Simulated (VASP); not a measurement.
A run of VASP 6.6.1:

INCAR

```
SYSTEM = Ta2Zn
PREC     = Accurate       ! precision mode
ENCUT    = 520            ! plane-wave cutoff, eV
EDIFF    = 1E-6           ! SCF threshold, eV
ISMEAR   = -1             ! smearing method
SIGMA    = 0.0349         ! smearing width, eV
LREAL    = .FALSE.        ! projectors in reciprocal space
LASPH    = .TRUE.         ! aspherical terms in the spheres
NELM     = 100            ! most SCF steps
ALGO     = Normal         ! electronic algorithm
ISIF     = 2              ! what is computed and relaxed
LWAVE    = .FALSE.        ! write WAVECAR
LCHARG   = .FALSE.        ! write CHGCAR
GGA      = PS             ! functional
NBANDS   = 24             ! bands
```

Contents of KPOINTS:

```
Automatic mesh
0
G
  11 11 11
  0 0 0
```

Contents of POSCAR:

```
Ta2Zn
1.0
    3.3195800000      0.0000000000      0.0000000000
   -1.6597900000      2.8748410000      0.0000000000
    0.0000000000     -1.9165580000      5.2870500000
Zn Ta
1 2
Direct
    0.0000000000      0.0000000000      0.0000000000
    0.2500000000      0.5000000000      0.7500000000
    0.7500000000      0.5000000000      0.2500000000
```

Potentials or basis: VASP PAW PBE potentials, release 64 (Zn, Ta_pv).

Run with:

```bash
$ cat potpaw_PBE.64/Zn/POTCAR potpaw_PBE.64/Ta_pv/POTCAR > POTCAR
$ mpirun -np 1 vasp_std > vasp.out
```

Hardware: 1 thread of AMD EPYC 7R13 Processor (Zen 3), on a shared host.

How long does it take, and how much memory?

Run time: 3 min on 1 thread of AMD EPYC 7R13 Processor (Zen 3), on a shared host, peak memory 0.27 GiB. Counts: scf iterations 13, k points 146.
